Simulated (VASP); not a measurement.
# Sb (I4_1/amd) in VASP: further runs

The runs below take Sb through density of states, with PBE.

Program: VASP 6.6.1. These are calculated values, not measurements. Logs are shortened: lines on timing, memory, paths and dates and some standing lists are left out, and cuts for length are marked.

**1. The cell of the first run**

The structure is tetragonal, space group I4_1/amd (No. 141). Conventional cell: a = 5.755 Å, b = 5.755 Å, c = 3.029 Å, α = 90.00°, β = 90.00°, γ = 90.00°. Sb (site symmetry -4m2) has 10 Sb at 2.98 to 3.67 Å within 3.9 Å.

**2. Density of states, PBE (volume scaled by 0.85)**

Input file POSCAR:

```
Sb
1.0
   -2.8775956491      2.8775956491      1.5147203958
    2.8775956491     -2.8775956491      1.5147203958
    2.8775956491      2.8775956491     -1.5147203958
Sb
2
Direct
   -0.3750000000     -0.1250000000     -0.2500000000
    0.3750000000      0.1250000000      0.2500000000
```

Input file INCAR.step1:

```
SYSTEM = Sb
PREC = Accurate
ENCUT = 520
EDIFF = 1E-7
ISMEAR = -1
SIGMA = 0.08
LREAL = .FALSE.
LASPH = .TRUE.
NELM = 80
ALGO = Normal
ISIF = 2
LWAVE = .FALSE.
LCHARG = .TRUE.
GGA = PE
NBANDS = 12
```

Input file KPOINTS.step1:

```
Automatic mesh
0
G
  15 15 15
  0 0 0
```

Input file INCAR.step2:

```
SYSTEM = Sb
PREC = Accurate
ENCUT = 520
EDIFF = 1E-7
ISMEAR = -5
SIGMA = 0.08
LREAL = .FALSE.
LASPH = .TRUE.
NELM = 80
ALGO = Normal
ISIF = 2
LWAVE = .FALSE.
LCHARG = .FALSE.
GGA = PE
LORBIT = 11
NEDOS = 2001
ICHARG = 11
```

Input file KPOINTS.step2:

```
Automatic mesh
0
G
  23 23 23
  0 0 0
```

Potentials or basis: VASP PAW PBE potentials, release 64 (Sb).

Run with:

```
$ cat potpaw_PBE.64/Sb/POTCAR > POTCAR
$ cp INCAR.step1 INCAR
$ cp KPOINTS.step1 KPOINTS
$ mpirun -np 1 vasp_std > vasp.out
$ cp INCAR.step2 INCAR
$ cp KPOINTS.step2 KPOINTS
$ mpirun -np 1 vasp_std > vasp.out
```

OUTCAR:

```text
SYSTEM = Sb
   PREC = Accurate
   ENCUT = 520
   EDIFF = 1E-7
   ISMEAR = -5
   LREAL = .FALSE.
   LASPH = .TRUE.
   NELM = 80
   ISIF = 2
   GGA = PE
   LORBIT = 11
   ICHARG = 11

 ion  position               nearest neighbor table
   1  0.625  0.875  0.750-   2 2.98   2 2.98   2 2.98   2 2.98   2 3.67   2 3.67   2 3.67   2 3.67

   2  0.375  0.125  0.250-   1 2.98   1 2.98   1 2.98   1 2.98   1 3.67   1 3.67   1 3.67   1 3.67

  LATTYP: Found a body centered tetragonal cell.
 ALAT       =     5.7551912982
 C/A-ratio  =     0.5263840305

  Lattice vectors:

 A1 = (  -2.8775956491,   2.8775956491,   1.5147203958)
 A2 = (   2.8775956491,  -2.8775956491,   1.5147203958)
 A3 = (   2.8775956491,   2.8775956491,  -1.5147203958)

Analysis of symmetry for initial positions (statically):
=====================================================================
 Subroutine PRICEL returns:
 Original cell was already a primitive cell.

 Routine SETGRP: Setting up the symmetry group for a
 body centered tetragonal supercell.

 Subroutine GETGRP returns: Found 16 space group operations
 (whereof  4 operations were pure point group operations)
 out of a pool of 16 trial point group operations.

The static configuration has the point symmetry C_2h.
 The point group associated with its full space group is D_4h.

Analysis of symmetry for dynamics (positions and initial velocities):
=====================================================================
 Subroutine PRICEL returns:
 Original cell was already a primitive cell.

 Routine SETGRP: Setting up the symmetry group for a
 body centered tetragonal supercell.

 Subroutine GETGRP returns: Found 16 space group operations
 (whereof  4 operations were pure point group operations)
 out of a pool of 16 trial point group operations.

The dynamic configuration has the point symmetry C_2h.
 The point group associated with its full space group is D_4h.

 Subroutine INISYM returns: Found 16 space group operations
 (whereof  4 operations are pure point group operations),
 and found     1 'primitive' translations

----------------------------------------------------------------------------------------

                                     Primitive cell

  volume of cell :      50.1709

  direct lattice vectors                    reciprocal lattice vectors
    -2.877595649  2.877595649  1.514720396     0.000000000  0.173756170  0.330093925
     2.877595649 -2.877595649  1.514720396     0.173756170  0.000000000  0.330093925
     2.877595649  2.877595649 -1.514720396     0.173756170  0.173756170  0.000000000

  length of vectors
     4.342291022  4.342291022  4.342291022     0.373032446  0.373032446  0.245728333

  position of ions in fractional coordinates (direct lattice)
     0.625000000  0.875000000  0.750000000
     0.375000000  0.125000000  0.250000000

  ion indices of the primitive-cell ions
   primitive index   ion index
                 1           1
                 2           2

----------------------------------------------------------------------------------------

 KPOINTS: Automatic mesh

Automatic generation of k-mesh.
 Grid dimensions read from file:
 generate k-points for:   23   23   23

 Generating k-lattice:

  Cartesian coordinates                     Fractional coordinates (reciprocal lattice)
     0.000000000  0.007554616  0.014351910     0.043478261  0.000000000  0.000000000
     0.007554616  0.000000000  0.014351910     0.000000000  0.043478261  0.000000000
     0.007554616  0.007554616  0.000000000     0.000000000  0.000000000  0.043478261

  Length of vectors
     0.016218802  0.016218802  0.010683841

  Shift w.r.t. Gamma in fractional coordinates (k-lattice)
     0.000000000  0.000000000  0.000000000

 TETIRR: Found  29779 inequivalent tetrahedra from    73002

 Subroutine IBZKPT returns following result:
 ===========================================

 Found    936 irreducible k-points:

 Following reciprocal coordinates:
            Coordinates               Weight
  0.000000  0.000000  0.000000      1.000000
  0.043478  0.000000  0.000000      8.000000
  0.086957  0.000000  0.000000      8.000000
  0.130435  0.000000  0.000000      8.000000
  0.173913  0.000000  0.000000      8.000000
  0.217391  0.000000 -0.000000      8.000000
[... 16 lines left out ...]
  0.478261  0.043478  0.000000     16.000000
 -0.478261  0.043478  0.000000     16.000000
 [... further k-points ...]
   k-points           NKPTS =    936   k-points in BZ     NKDIM =    936   number of bands    NBANDS=      9
   number of dos      NEDOS =   2001   number of ions     NIONS =      2
   total plane-waves  NPLWV =  32768
   dimension x,y,z NGX =    32 NGY =   32 NGZ =   32
   dimension x,y,z NGXF=    64 NGYF=   64 NGZF=   64
   ions per type =               2
   NGX,Y,Z   is equivalent  to a cutoff of  12.25, 12.25, 12.25 a.u.
   NGXF,Y,Z  is equivalent  to a cutoff of  24.50, 24.50, 24.50 a.u.
 SYSTEM =  Sb
   PREC   = accura    normal or accurate (medium, high low for compatibility)
   ISTART =      0    job   : 0-new  1-cont  2-samecut
   ICHARG =     11    charge: 1-file 2-atom 10-const
   ISPIN  =      1    spin polarized calculation?
   LNONCOLLINEAR =      F non collinear calculations
   LSORBIT =      F    spin-orbit coupling
   LASPH  =      T    aspherical Exc in radial PAW
   ENCUT  =  520.0 eV  38.22 Ry    6.18 a.u.   8.07  8.07  8.07*2*pi/ulx,y,z
   NELM   =     80;   NELMIN=  2; NELMDL=  0     # of ELM steps
   EDIFF  = 0.1E-06   stopping-criterion for ELM
   LREAL  =      F    real-space projection
   EDIFFG = 0.1E-05   stopping-criterion for IOM
   NSW    =      0    number of steps for IOM
   IBRION =     -1    ionic relax: 0-MD 1-quasi-New 2-CG
   NFREE  =      0    steps in history (QN), initial steepest desc. (CG)
   ISIF   =      2    stress and relaxation
   ISYM   =      2    0-nonsym 1-usesym 2-fastsym
   POTIM  = 0.5000    time-step for ionic-motion
   TEBEG  =    0.0;   TEEND  =   0.0 temperature during run
   PSTRESS=    0.0 pullay stress
   NELECT =      10.0000    total number of electrons
   NUPDOWN=      -1.0000    fix difference up-down
   EMIN   =  10.00;   EMAX   =-10.00  energy-range for DOS
   EFERMI =   0.00;   METHOD = LEGACY
   ISMEAR =    -5;   SIGMA  =   0.08  broadening in eV -4-tet -1-fermi 0-gaus
   EFERMI_NEDOS =   21; number of points for ismear=-14 and -15
   IALGO  =     38    algorithm
   IMIX   =      4    mixing-type and parameters
     AMIX     =   0.40;   BMIX     =  1.00
     AMIX_MAG =   1.60;   BMIX_MAG =  1.00
  volume/ion in A,a.u.               =      25.09       169.29
  Fermi-wavevector in a.u.,A,eV,Ry     =   0.956293  1.807131 12.442469  0.914496
  Thomas-Fermi vector in A             =   2.085208
   LORBIT       =     11    0 simple, 1 ext, 2 COOP (PROOUT), +10 PAW based schemes
   GGA     = PE    functional components
   LHFCALC =     F    Hartree Fock is set to
   AEXX    =    0.0000 exact exchange contribution
   IVDW    =     0    specifies the selected vdW correction
   LEPSILON=     F    determine dielectric tensor
   LRPA    =     F    only Hartree local field effects (RPA)
 non-spin polarized calculation
 Fermi weights with tetrahedron method with Bloechl corrections
  energy-cutoff  :      520.00
  volume of cell :       50.17
 maximum number of plane-waves:      1372

 number of electron       9.9999999 magnetization

 Free energy of the ion-electron system (eV)
  ---------------------------------------------------
  ext. energy  EPLUGINS =         0.00000000
  ---------------------------------------------------
  free energy    TOTEN  =        -7.72908154 eV

  energy without entropy =       -7.72908154  energy(sigma->0) =       -7.72908154

 E-fermi :   9.5949     XC(G=0): -10.4458

 val. band max:        9.7145435541   @ k =   0.3913   0.2609   0.1739
 cond. band min:       9.4960411723   @ k =   0.4348   0.3913   0.0870
 fundamental gap:     -0.2185023818
 Fermi energy:         9.5949239297

 k-point     1 :       0.0000    0.0000    0.0000
  band No.  band energies     occupation
      1      -4.2184      2.00000
      2       2.6389      2.00000
      3       5.4483      2.00000
      4       5.4483      2.00000
      5      11.1716      0.00000
      6      13.5751      0.00000
      7      13.5751      0.00000
      8      14.8367      0.00000
      9      15.0156      0.00000

 k-point     2 :       0.0435    0.0000    0.0000
  band No.  band energies     occupation
      1      -4.1785      2.00000
      2       2.6129      2.00000
      3       5.4558      2.00000
      4       5.5509      2.00000
      5      11.2359      0.00000
      6      13.4266      0.00000
      7      13.5890      0.00000
      8      14.5093      0.00000
      9      14.6092      0.00000

 k-point     3 :       0.0870    0.0000    0.0000
  band No.  band energies     occupation
      1      -4.0589      2.00000
      2       2.5500      2.00000
      3       5.4796      2.00000
      4       5.8420      2.00000
      5      11.4262      0.00000
      6      12.9732      0.00000
      7      13.6192      0.00000
      8      13.6666      0.00000
      9      13.7741      0.00000

 k-point     4 :       0.1304    0.0000    0.0000
  band No.  band energies     occupation
      1      -3.8599      2.00000
      2       2.4818      2.00000
      3       5.5233      2.00000
      4       6.2847      2.00000
      5      11.7337      0.00000
      6      12.0768      0.00000
      7      12.6009      0.00000
      8      13.0766      0.00000
      9      13.6263      0.00000
[... 205 lines left out ...]
 k-point    22 :       0.4348    0.0435   -0.0000
  band No.  band energies     occupation
      1      -0.0696      2.00000
      2       2.0382      2.00000
      3       4.8024      2.00000
      4       5.7240      2.00000
      5       6.6709      2.00000
      6      10.2298     -0.05545
      7      10.4112      0.00000
      8      12.1461      0.00000
      9      14.9243      0.00000

 k-point    23 :       0.4783    0.0435    0.0000
  band No.  band energies     occupation
      1       0.0675      2.00000
      2       1.8661      2.00000
      3       4.6627      2.00000
      4       5.8365      2.00000
      5       6.6152      2.00000
      6      10.2542     -0.04501
      7      10.4487      0.00000
      8      12.1886      0.00000
      9      15.2092      0.00000

 k-point    24 :      -0.4783    0.0435    0.0000
  band No.  band energies     occupation
      1      -0.3454      2.00000
      2       2.1056      2.00000
      3       4.6573      2.00000
      4       6.2379      2.00000
      5       6.5124      2.00000
      6      10.2963     -0.02799
      7      10.6802      0.00000
      8      11.9524      0.00000
      9      15.1353      0.00000

 [... further k-points ...]
[... 5 lines left out ...]
  --------------------------------------------------------------------------------------
  -------------------------------------------------------------------------------------
  Total        4.0967511      4.0967511      4.1842095     -0.0000000     -0.0000000      0.0000000
  in kB      130.8272340    130.8272340    133.6201637     -0.0000000     -0.0000000      0.0000000
  external PRESSURE =     131.7582106 kB  Pullay stress =       0.0000000 kB

 VOLUME and BASIS-vectors are now :
 -----------------------------------------------------------------------------
  energy-cutoff  :      520.00
  volume of cell :       50.17
      direct lattice vectors                 reciprocal lattice vectors
    -2.877595649  2.877595649  1.514720396     0.000000000  0.173756170  0.330093925
     2.877595649 -2.877595649  1.514720396     0.173756170  0.000000000  0.330093925
     2.877595649  2.877595649 -1.514720396     0.173756170  0.173756170  0.000000000

 POSITION                                       TOTAL-FORCE (eV/Angst)
 -----------------------------------------------------------------------------------
      2.87760      1.43880      1.13604         0.000000     -0.000000      0.000000
      0.00000      1.43880      0.37868        -0.000000      0.000000     -0.000000
 -----------------------------------------------------------------------------------
    total drift:                                0.000000     -0.000000      0.000000

  FREE ENERGIE OF THE ION-ELECTRON SYSTEM (eV)
  ---------------------------------------------------
  free  energy   TOTEN  =        -7.7290815359 eV

  energy  without entropy=       -7.7290815359  energy(sigma->0) =       -7.72908154

 total charge

# of ion       s       p       d       tot
------------------------------------------
    1        1.231   1.157   0.054   2.441
    2        1.231   1.157   0.054   2.441
--------------------------------------------------
tot          2.461   2.314   0.107   4.882
```

Run time: 7.2 min. Hardware: 1 thread of Intel Xeon 8259CL, shared host; peak memory 0.52 GiB.

Results:

```
Valence electrons inside the program's atomic spheres : Sb 2.44
```

Caveat: the cell differs from its parent crystal (volume scaled by 0.85); spin-orbit coupling is left out, which moves the levels of the heavy elements; tetrahedron occupations give inexact forces and stress in metals.

**3. Density of states, PBE**

This run uses another cell than the first one, of 29.51 Å³/atom, 1.176 times its volume.

Input file POSCAR:

```
Sb
1.0
   -3.0377833185      3.0377833185      1.5990406269
    3.0377833185     -3.0377833185      1.5990406269
    3.0377833185      3.0377833185     -1.5990406269
Sb
2
Direct
   -0.3750000000     -0.1250000000     -0.2500000000
    0.3750000000      0.1250000000      0.2500000000
```

Input file INCAR.step1:

```
SYSTEM = Sb
  ALGO = Normal
  EDIFF = 1E-7
  ENCUT = 520
  GGA = PE
  ISIF = 2
  ISMEAR = -1
  LASPH = .TRUE.
  LCHARG = .TRUE.
  LREAL = .FALSE.
  LWAVE = .FALSE.
  NBANDS = 12
  NELM = 100
  PREC = Accurate
  SIGMA = 0.08
```

Input file KPOINTS.step1:

```
k-points
0
G
  15 15 15
  0 0 0
```

Input file INCAR.step2:

```
SYSTEM = Sb
  ALGO = Normal
  EDIFF = 1E-7
  ENCUT = 520
  GGA = PE
  ICHARG = 11
  ISIF = 2
  ISMEAR = -5
  LASPH = .TRUE.
  LCHARG = .FALSE.
  LORBIT = 11
  LREAL = .FALSE.
  LWAVE = .FALSE.
  NEDOS = 2001
  NELM = 100
  PREC = Accurate
  SIGMA = 0.08
```

Input file KPOINTS.step2:

```
k-points
0
G
  23 23 23
  0 0 0
```

Potentials or basis: VASP PAW PBE potentials, release 64 (Sb).

Run with:

```
$ cat potpaw_PBE.64/Sb/POTCAR > POTCAR
$ cp INCAR.step1 INCAR
$ cp KPOINTS.step1 KPOINTS
$ mpirun -np 1 vasp_std > vasp.out
$ cp INCAR.step2 INCAR
$ cp KPOINTS.step2 KPOINTS
$ mpirun -np 1 vasp_std > vasp.out
```

Wall time 11 min (1 thread of Intel Xeon 8259CL, shared host); peak memory 0.59 GiB.

The run converged. Its results:

```
Valence electrons inside the program's atomic spheres : Sb 2.35
```

Levels at points of the mesh, in eV from the Fermi level:
| k point | band 1 | band 2 | band 3 | band 4 | band 5 | band 6 | band 7 | band 8 | band 9 |
| --- | --- | --- | --- | --- | --- | --- | --- | --- | --- |
| (0.00, 0.00, 0.00) | -12.41 | -7.11 | -3.38 | -3.38 | 2.23 | 3.45 | 3.45 | 4.40 | 4.52 |

Caveat: spin-orbit coupling is left out, which moves the levels of the heavy elements; tetrahedron occupations give inexact forces and stress in metals.
